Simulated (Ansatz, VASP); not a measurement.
## CdS in VASP and in Ansatz

```
Cd S
1.0
    -1.94964    1.94964    2.72989
     1.94964   -1.94964    2.72989
     1.94964    1.94964   -2.72989
Cd S
1 1
Cartesian
  0.0000 0.0000 0.0000
  0.0000 0.0000 2.7299
```

Alike in both runs: functional PBE; k mesh 5 × 5 × 5; occupations gaussian, width 0.15 eV; no spin polarisation.

Ansatz relaxed the structure, and its values are those at the end. VASP's run is a single point on that final structure, the one shown.

```csv
,VASP,Ansatz
version,VASP 6.6.1,Ansatz 0.2.0
potentials or method,"VASP PAW PBE potentials, release 64 (Cd, S), cutoff 500 eV","scalar-relativistic, plane waves, PAW"
valence electrons in the cell,18,26
```

```tsv
	VASP	Ansatz	Ansatz less VASP
gap on the k mesh at the Fermi level (eV)	0.73	0.74	+0.012
least direct gap on the mesh (eV)	1.54	1.56	+0.025
pressure (GPa)	0.5	0.1	-0.38
```

With one functional, cell and mesh, what is left measures potentials, basis and numerics. VASP's potentials hold 18 valence electrons a cell and Ansatz's 26, so a difference there can come from the potentials and not from the codes.

The k mesh is coarse, so the values compare programs but aren't converged.
